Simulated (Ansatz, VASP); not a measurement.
**Two plane-wave programs on LiH12ClO6**

```
O H Li Cl
1.0
     6.26922    0.00000    0.00000
     0.00000    6.26922    0.00000
     0.00000    0.00000    6.26922
O H Li Cl
6 12 1 1
Direct
  0.75533 0.10559 0.60366
  0.20679 0.78834 0.53147
  0.99998 0.94919 0.18304
  0.50096 0.22047 0.19012
  0.86914 0.46935 0.75918
  0.22365 0.28620 0.87066
  0.67594 0.09882 0.46853
  0.68807 0.00098 0.70242
  0.24176 0.91630 0.61278
  0.12391 0.84044 0.40586
  0.09807 0.98834 0.06796
  0.87509 0.88665 0.10816
  0.60913 0.32677 0.15719
  0.54483 0.08734 0.11419
  0.75943 0.57455 0.80263
  0.80038 0.33807 0.69517
  0.07652 0.31294 0.91909
  0.31711 0.28006 0.99989
  0.16061 0.53524 0.68840
  0.57763 0.80517 0.94552
```

Alike in both runs: functional PBEsol; k mesh 1 × 1 × 1; occupations fermi-dirac, width 0.05 eV; no spin polarisation.

Ansatz relaxed the structure, and its values are those at the end. VASP's run is a single point on that final structure, the one shown.

|  | VASP | Ansatz |
| --- | --- | --- |
| version | VASP 6.6.1 | Ansatz 0.2.0 |
| potentials or method | VASP PAW PBE potentials, release 64 (O, H, Li_sv, Cl), cutoff 520 eV | scalar-relativistic, plane waves, PAW |
| valence electrons in the cell | 58 | 58 |

|  | VASP | Ansatz | Ansatz less VASP |
| --- | --- | --- | --- |
| rms of the force components (eV/Å) | 0.083 | 0.081 | -0.0024 |

VASP's potentials were made for PBE, not for PBEsol.

Noted on VASP's run: the cutoff is short for stress, so the pressure is rough.
